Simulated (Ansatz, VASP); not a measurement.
HfIn4SiO6 in VASP and in Ansatz

File INCAR:

```
ALGO = Fast
EDIFF = 1E-8
ENCUT = 520
GGA = PE
ISIF = 2
ISMEAR = -1
KPAR = 4
LASPH = T
LCHARG = F
LEFG = T
LREAL = F
LWAVE = F
NELM = 60
PREC = Accurate
SIGMA = 0.05
```

The input KPOINTS:

```
k-points
0
Gamma
  5 5 4
```

POSCAR

```
HfIn4SiO6
1.0
    5.6986700000      0.0038100000      0.0155900000
   -0.7050600000      6.1081500000     -0.0057500000
   -2.7371800000     -1.3955700000      6.6307600000
Hf In Si O
1 4 1 6
Direct
    0.1179300000      0.0155600000      0.1329200000
    0.3884200000      0.9990100000      0.7289100000
    0.7586500000      0.0084200000      0.4958600000
    0.2346100000      0.4884100000      0.5330000000
    0.5964900000      0.4821100000      0.2052800000
    0.8677800000      0.4402900000      0.8554400000
    0.5531600000      0.3873800000      0.7929000000
    0.9345400000      0.3848300000      0.6559600000
    0.9841400000      0.2621800000      0.0034700000
    0.9908300000      0.6980600000      0.9845200000
    0.0866500000      0.0649300000      0.3937400000
    0.4868000000      0.1088300000      0.2179900000
```

Contents of input.yaml:

```yaml
crystal:
  lattice:
    - [5.69867, 0.00381, 0.01559]
    - [-0.70506, 6.10815, -0.00575]
    - [-2.73718, -1.39557, 6.63076]
  atoms:
    - { symbol: Hf, position: [0.11793, 0.01556, 0.13292] }
    - { symbol: In, position: [0.38842, 0.99901, 0.72891] }
    - { symbol: In, position: [0.75865, 0.00842, 0.49586] }
    - { symbol: In, position: [0.23461, 0.48841, 0.533] }
    - { symbol: In, position: [0.59649, 0.48211, 0.20528] }
    - { symbol: Si, position: [0.86778, 0.44029, 0.85544] }
    - { symbol: O, position: [0.55316, 0.38738, 0.7929] }
    - { symbol: O, position: [0.93454, 0.38483, 0.65596] }
    - { symbol: O, position: [0.98414, 0.26218, 0.00347] }
    - { symbol: O, position: [0.99083, 0.69806, 0.98452] }
    - { symbol: O, position: [0.08665, 0.06493, 0.39374] }
    - { symbol: O, position: [0.4868, 0.10883, 0.21799] }
hamiltonian:
  xc: pbe
  pseudopotentials: { kind: paw, frozen_core: stored }
kpoints:
  mp_grid: { grid: [5, 5, 4] }
scf:
  occupations: { method: fermi_dirac, width: 0.05 }
output:
  forces: true
  stress: true
  eigenvalues: true
  efg: {}
```

Alike in both runs: task electric field gradients; functional PBE; k mesh 5 × 5 × 4; occupations fermi-dirac, width 0.05 eV; no spin polarisation.

```csv
,VASP,Ansatz
version,VASP 6.6.1,Ansatz 0.2.0
potentials or method,"VASP PAW PBE potentials, release 64 (Hf_pv, In_d, Si, O)",Ansatz PAW
plane-wave cutoff (eV),520,420
valence electrons in the cell,102,118
```

Ansatz gave:

| Item | Value |
| --- | --- |
| gap on the k mesh at the Fermi level (eV) | 0.89 |
| least direct gap on the mesh (eV) | 1.17 |
| pressure (GPa) | 0.0 |
| traceless stress, the component that is largest in VASP (GPa) | 0.00 |
| rms of the force components (eV/Å) | 0.002 |
| size of Vzz on the site where it differs most (V/Å²) | 174.9 |

Problem. Estimate VASP's values.

Solution. gap on the k mesh at the Fermi level (eV): 0.88; least direct gap on the mesh (eV): 1.16; pressure (GPa): -0.2; traceless stress, the component that is largest in VASP (GPa): -0.05; rms of the force components (eV/Å): 0.051; size of Vzz on the site where it differs most (V/Å²): 167.0.

Atom by atom the forces differ by 0.051 eV/Å (rms over components). VASP's potentials hold 102 valence electrons a cell and Ansatz's 118, so a difference there can come from the potentials and not from the codes.

Spin-orbit coupling is off throughout. Noted on Ansatz's run: odd divisions of the mesh miss points on the zone boundary, where band edges often lie, so the gap on the mesh can be too wide.
